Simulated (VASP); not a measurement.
Input of a VASP 6.6.1 run:

The input INCAR:

```
  ALGO = Normal
  EDIFF = 1E-6
  ENCUT = 520
  GGA = PE
  ISIF = 2
  ISMEAR = -1
  LASPH = T
  LCHARG = T
  LELF = T
  LREAL = F
  LVHAR = T
  LWAVE = F
  NBANDS = 16
  NELM = 60
  PREC = Accurate
  SIGMA = 0.08
```

The input KPOINTS:

```
k-points
0
Gamma
  13 13 13
```

POSCAR

```
GaSb
1.0
    0.0000000000      2.6914702768      2.6914702768
    2.6914702768      0.0000000000      2.6914702768
    2.6914702768      2.6914702768      0.0000000000
Ga Sb
1 1
Direct
    0.0000000000      0.0000000000      0.0000000000
    0.5000000000      0.5000000000      0.5000000000
```

Potentials or basis: VASP PAW PBE potentials, release 64 (Ga_d, Sb).

The run is started by

```console
$ cat potpaw_PBE.64/Ga_d/POTCAR potpaw_PBE.64/Sb/POTCAR > POTCAR
$ mpirun -np 1 vasp_std > vasp.out
```

Q: Estimate the pressure.

A: 21.2 GPa.

Q: Predict the band gap on the k mesh.

A: Zero (band 9 reaches 10.22 eV, above the bottom of band 10 at 5.99 eV).

Caveat: spin-orbit coupling is left out, which moves the levels of the heavy elements.
